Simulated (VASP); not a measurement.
# Si2Ni (Fm-3m) in VASP: density of states with PBE

Aim: the density of states of Si2Ni with PBE.

Program: VASP 6.6.1. These are calculated values, not measurements. Logs are shortened: lines on timing, memory, paths and dates and some standing lists are left out, and cuts for length are marked.

### 1 The cell of the first run

Symmetry: Fm-3m, No. 225, cubic system. Conventional cell: a = 5.447 Å, b = 5.447 Å, c = 5.447 Å, α = 90.00°, β = 90.00°, γ = 90.00°. Within 3.1 Å of Si (site symmetry -43m) lie 4 Ni at 2.36 Å and 6 Si at 2.72 Å. Ni (site symmetry m-3m) has 8 Si at 2.36 Å within 3.1 Å.

### 2 Density of states, PBE

Input file POSCAR:

```
Si2Ni
1.0
    0.0000000000      2.7234321032      2.7234321032
    2.7234321032      0.0000000000      2.7234321032
    2.7234321032      2.7234321032      0.0000000000
Si Ni
2 1
Direct
    0.2500000000      0.2500000000      0.2500000000
    0.7500000000      0.7500000000      0.7500000000
    0.0000000000      0.0000000000      0.0000000000
```

Input file INCAR.step1:

```
SYSTEM = Si2Ni
PREC = Accurate ; ENCUT = 520
EDIFF = 1E-6 ; ISMEAR = 0
SIGMA = 0.1 ; LREAL = .False.
LASPH = .True. ; NELM = 60
ALGO = Normal ; ISIF = 2
LWAVE = .False. ; LCHARG = .True.
LMAXMIX = 4 ; GGA = PE
NBANDS = 16
```

Input file KPOINTS.step1:

```
regular mesh
0
Gamma
  14 14 14
  0 0 0
```

Input file INCAR.step2:

```
SYSTEM = Si2Ni
PREC = Accurate ; ENCUT = 520
EDIFF = 1E-6 ; ISMEAR = -5
SIGMA = 0.1 ; LREAL = .False.
LASPH = .True. ; NELM = 60
ALGO = Normal ; ISIF = 2
LWAVE = .False. ; LCHARG = .False.
LMAXMIX = 4 ; GGA = PE
LORBIT = 11 ; NEDOS = 1001
ICHARG = 11
```

Input file KPOINTS.step2:

```
regular mesh
0
Gamma
  21 21 21
  0 0 0
```

Potentials or basis: VASP PAW PBE potentials, release 64 (Si, Ni).

Run with:

```sh
$ cat potpaw_PBE.64/Si/POTCAR potpaw_PBE.64/Ni/POTCAR > POTCAR
$ cp INCAR.step1 INCAR
$ cp KPOINTS.step1 KPOINTS
$ mpirun -np 1 vasp_std > vasp.out
$ cp INCAR.step2 INCAR
$ cp KPOINTS.step2 KPOINTS
$ mpirun -np 1 vasp_std > vasp.out
```

OUTCAR:

```text
SYSTEM = Si2Ni
   PREC = Accurate
   ENCUT = 520
   EDIFF = 1E-6
   ISMEAR = -5
   LREAL = .False.
   LASPH = .True.
   NELM = 60
   ISIF = 2
   GGA = PE
   LORBIT = 11
   ICHARG = 11

 ion  position               nearest neighbor table
   1  0.250  0.250  0.250-   3 2.36   3 2.36   3 2.36   3 2.36   2 2.72   2 2.72   2 2.72   2 2.72
                             2 2.72   2 2.72
   2  0.750  0.750  0.750-   3 2.36   3 2.36   3 2.36   3 2.36   1 2.72   1 2.72   1 2.72   1 2.72
                             1 2.72   1 2.72
   3  0.000  0.000  0.000-   2 2.36   2 2.36   2 2.36   1 2.36   1 2.36   1 2.36   2 2.36   1 2.36

  LATTYP: Found a face centered cubic cell.
 ALAT       =     5.4468642064

  Lattice vectors:

 A1 = (   0.0000000000,   2.7234321032,   2.7234321032)
 A2 = (   2.7234321032,   0.0000000000,   2.7234321032)
 A3 = (   2.7234321032,   2.7234321032,   0.0000000000)

Analysis of symmetry for initial positions (statically):
=====================================================================
 Subroutine PRICEL returns:
 Original cell was already a primitive cell.

 Routine SETGRP: Setting up the symmetry group for a
 face centered cubic supercell.

 Subroutine GETGRP returns: Found 48 space group operations
 (whereof 48 operations were pure point group operations)
 out of a pool of 48 trial point group operations.

The static configuration has the point symmetry O_h .

Analysis of symmetry for dynamics (positions and initial velocities):
=====================================================================
 Subroutine PRICEL returns:
 Original cell was already a primitive cell.

 Routine SETGRP: Setting up the symmetry group for a
 face centered cubic supercell.

 Subroutine GETGRP returns: Found 48 space group operations
 (whereof 48 operations were pure point group operations)
 out of a pool of 48 trial point group operations.

The dynamic configuration has the point symmetry O_h .

 Subroutine INISYM returns: Found 48 space group operations
 (whereof 48 operations are pure point group operations),
 and found     1 'primitive' translations

----------------------------------------------------------------------------------------

                                     Primitive cell

  volume of cell :      40.3998

  direct lattice vectors                    reciprocal lattice vectors
     0.000000000  2.723432103  2.723432103    -0.183591873  0.183591873  0.183591873
[... 104 lines left out ...]
   EFERMI =   0.00;   METHOD = LEGACY
   ISMEAR =    -5;   SIGMA  =   0.10  broadening in eV -4-tet -1-fermi 0-gaus
   EFERMI_NEDOS =   21; number of points for ismear=-14 and -15
   IALGO  =     38    algorithm
   IMIX   =      4    mixing-type and parameters
     AMIX     =   0.40;   BMIX     =  1.00
     AMIX_MAG =   1.60;   BMIX_MAG =  1.00
  volume/ion in A,a.u.               =      13.47        90.88
  Fermi-wavevector in a.u.,A,eV,Ry     =   1.250372  2.362860 21.271746  1.563429
  Thomas-Fermi vector in A             =   2.384369
   LORBIT       =     11    0 simple, 1 ext, 2 COOP (PROOUT), +10 PAW based schemes
   GGA     = PE    functional components
   LHFCALC =     F    Hartree Fock is set to
   AEXX    =    0.0000 exact exchange contribution
   IVDW    =     0    specifies the selected vdW correction
   LEPSILON=     F    determine dielectric tensor
   LRPA    =     F    only Hartree local field effects (RPA)
 non-spin polarized calculation
 Fermi weights with tetrahedron method with Bloechl corrections
  energy-cutoff  :      520.00
  volume of cell :       40.40
 maximum number of plane-waves:      1113
 NGX is ok and might be reduce to    30

 number of electron      17.9999991 magnetization

 Free energy of the ion-electron system (eV)
  ---------------------------------------------------
  ext. energy  EPLUGINS =         0.00000000
  ---------------------------------------------------
  free energy    TOTEN  =       -17.36898354 eV

  energy without entropy =      -17.36898354  energy(sigma->0) =      -17.36898354

 E-fermi :  10.1077     XC(G=0): -11.4829

 val. band max:       10.1430801896   @ k =   0.1905   0.0476   0.0000
 cond. band min:      10.0129365150   @ k =   0.2381   0.1905   0.0476
 fundamental gap:     -0.1301436746
 Fermi energy:        10.1076931993

 k-point     1 :       0.0000    0.0000    0.0000
  band No.  band energies     occupation
      1      -3.5164      2.00000
      2       5.0703      2.00000
      3       5.0703      2.00000
      4       5.0703      2.00000
      5       6.7407      2.00000
      6       6.7407      2.00000
      7       9.6463      2.00000
      8      11.7951      0.00000
      9      11.7951      0.00000
     10      11.7951      0.00000
     11      12.4439      0.00000
     12      12.4439      0.00000
     13      12.4439      0.00000
[... 354 lines left out ...]
  band No.  band energies     occupation
      1      -1.2759      2.00000
      2       1.4037      2.00000
      3       5.3855      2.00000
      4       5.5136      2.00000
      5       6.6872      2.00000
      6       6.7224      2.00000
      7       6.8753      2.00000
      8       8.7085      2.00000
      9       9.1361      2.00000
     10      11.5818      0.00000
     11      11.9732      0.00000
     12      12.2696      0.00000
     13      13.1392      0.00000

 [... further k-points ...]
[... 5 lines left out ...]
  --------------------------------------------------------------------------------------
  -------------------------------------------------------------------------------------
  Total       -0.5717522     -0.5717522     -0.5717522     -0.0000000      0.0000000      0.0000000
  in kB      -22.6745532    -22.6745532    -22.6745532     -0.0000000      0.0000000      0.0000000
  external PRESSURE =     -22.6745532 kB  Pullay stress =       0.0000000 kB

 VOLUME and BASIS-vectors are now :
 -----------------------------------------------------------------------------
  energy-cutoff  :      520.00
  volume of cell :       40.40
      direct lattice vectors                 reciprocal lattice vectors
     0.000000000  2.723432103  2.723432103    -0.183591873  0.183591873  0.183591873
     2.723432103  0.000000000  2.723432103     0.183591873 -0.183591873  0.183591873
     2.723432103  2.723432103  0.000000000     0.183591873  0.183591873 -0.183591873

 POSITION                                       TOTAL-FORCE (eV/Angst)
 -----------------------------------------------------------------------------------
      1.36172      1.36172      1.36172        -0.000000     -0.000000     -0.000000
      4.08515      4.08515      4.08515         0.000000      0.000000      0.000000
      0.00000      0.00000      0.00000        -0.000000     -0.000000     -0.000000
 -----------------------------------------------------------------------------------
    total drift:                                0.000000     -0.000000      0.000000

  FREE ENERGIE OF THE ION-ELECTRON SYSTEM (eV)
  ---------------------------------------------------
  free  energy   TOTEN  =       -17.3689835413 eV

  energy  without entropy=      -17.3689835413  energy(sigma->0) =      -17.36898354

 total charge

# of ion       s       p       d       tot
------------------------------------------
    1        0.744   0.830   0.000   1.574
    2        0.744   0.830   0.000   1.574
    3        0.548   0.769   8.432   9.748
--------------------------------------------------
tot          2.035   2.430   8.432  12.896
```

OSZICAR.step1:

```text
N       E                     dE             d eps       ncg     rms          rms(c)
DAV:   1     0.627159341792E+02    0.62716E+02   -0.77055E+03  3352   0.113E+03
DAV:   2    -0.161087971332E+02   -0.78825E+02   -0.72012E+02  3648   0.209E+02
DAV:   3    -0.193308360421E+02   -0.32220E+01   -0.31711E+01  4416   0.464E+01
DAV:   4    -0.193810895878E+02   -0.50254E-01   -0.50228E-01  3952   0.557E+00
DAV:   5    -0.193824195093E+02   -0.13299E-02   -0.13299E-02  4328   0.958E-01    0.163E+01
DAV:   6    -0.243992284111E+02   -0.50168E+01   -0.41773E+01  3432   0.149E+02    0.256E+01
DAV:   7    -0.175281236399E+02    0.68711E+01   -0.12475E+01  4144   0.924E+01    0.386E+00
DAV:   8    -0.174098166256E+02    0.11831E+00   -0.16820E+00  4512   0.209E+01    0.256E+00
DAV:   9    -0.173732474569E+02    0.36569E-01   -0.24149E-01  4064   0.820E+00    0.612E-01
DAV:  10    -0.173721975554E+02    0.10499E-02   -0.67878E-03  4960   0.131E+00    0.326E-01
DAV:  11    -0.173722281726E+02   -0.30617E-04   -0.96656E-04  3912   0.365E-01    0.315E-02
DAV:  12    -0.173722574585E+02   -0.29286E-04   -0.57178E-05  4352   0.588E-02    0.241E-02
DAV:  13    -0.173722607924E+02   -0.33339E-05   -0.21096E-05  3720   0.689E-02    0.745E-03
DAV:  14    -0.173722613255E+02   -0.53308E-06   -0.99780E-07  3104   0.734E-03
   1 F= -.17372261E+02 E0= -.17370233E+02  d E =-.405663E-02
```

Run time: 84 s. Hardware: 1 thread of Intel Xeon 6975P-C (Granite Rapids), shared host; peak memory 0.28 GiB.

Results:

```
Valence electrons inside the program's atomic spheres : Si 1.57; Ni 9.75
```

Levels at points of the mesh, in eV from the Fermi level:
```csv
k point,band 7,band 8,band 9,band 10,band 11,band 12
"(0.00, 0.00, 0.00)",-0.46,1.69,1.69,1.69,2.34,2.34
```

Caveat: tetrahedron occupations give inexact forces and stress in metals.
